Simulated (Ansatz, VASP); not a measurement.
Two plane-wave programs on SiC

The input POSCAR:

```
SiC
1.0
    0.0000000000      2.0000800000      2.2609600000
    2.0000800000      0.0000000000      2.2609600000
    2.0000800000      2.0000800000      0.0000000000
Si C
1 1
Direct
    0.0000000000      0.0000000000      0.0000000000
    0.7500000000      0.7500000000      0.7500000000
```

The input INCAR.step1:

```
SYSTEM = SiC
PREC = Accurate ; ENCUT = 520
ISMEAR = 0 ; SIGMA = 0.05
LREAL = .False. ; LASPH = .True.
NELM = 100 ; NBANDS = 11
GGA = PE ; ALGO = Normal
EDIFF = 1E-4 ; LWAVE = .True.
LCHARG = .False.
```

File INCAR.step2:

```
SYSTEM = SiC
PREC = Accurate ; ENCUT = 520
EDIFF = 1E-6 ; ISMEAR = 0
SIGMA = 0.05 ; LREAL = .False.
LASPH = .True. ; NELM = 100
ALGO = Normal ; ISIF = 2
LWAVE = .False. ; LCHARG = .False.
METAGGA = R2SCAN ; LMIXTAU = .True.
NBANDS = 11 ; ISTART = 1
```

KPOINTS

```
regular mesh
0
Gamma
  12 12 12
  0 0 0
```

Input for Ansatz:

```yaml
crystal:
  lattice:
    - [0.0, 2.00008, 2.26096]
    - [2.00008, 0.0, 2.26096]
    - [2.00008, 2.00008, 0.0]
  atoms:
    - { symbol: Si, position: [0.0, 0.0, 0.0] }
    - { symbol: C, position: [0.75, 0.75, 0.75] }
basis:
  ecutwfc: 500
kpoints:
  mp_grid: { grid: [12, 12, 12] }
hamiltonian:
  xc: r2scan
scf:
  occupations: { method: gaussian, width: 0.05 }
output:
  forces: true
  stress: true
  eigenvalues: true
```

Change from the starting cell: strain -0.080 along x and y, +0.040 along z, atoms carried along.

Alike in both runs: task single point; functional r2SCAN; k mesh 12 × 12 × 12; occupations gaussian, width 0.05 eV; no spin polarisation.

|  | VASP | Ansatz |
| --- | --- | --- |
| version | VASP 6.6.1 | Ansatz 0.2.0 |
| potentials or method | VASP PAW PBE potentials, release 64 (Si, C), cutoff 520 eV | scalar-relativistic, plane waves, PAW |
| valence electrons in the cell | 8 | 8 |

|  | VASP | Ansatz | Ansatz less VASP |
| --- | --- | --- | --- |
| gap on the k mesh at the Fermi level (eV) | 0.84 | 0.82 | -0.014 |
| least direct gap on the mesh (eV) | 5.08 | 5.07 | -0.017 |
| pressure (GPa) | 37.3 | 37.6 | +0.31 |
| traceless stress, the component that is largest in VASP (GPa) | -30.78 | -30.62 | +0.151 |

VASP's potentials were made for PBE, not for r2SCAN. Both programs put the cell under a high pressure, so it lies far from rest at this level.
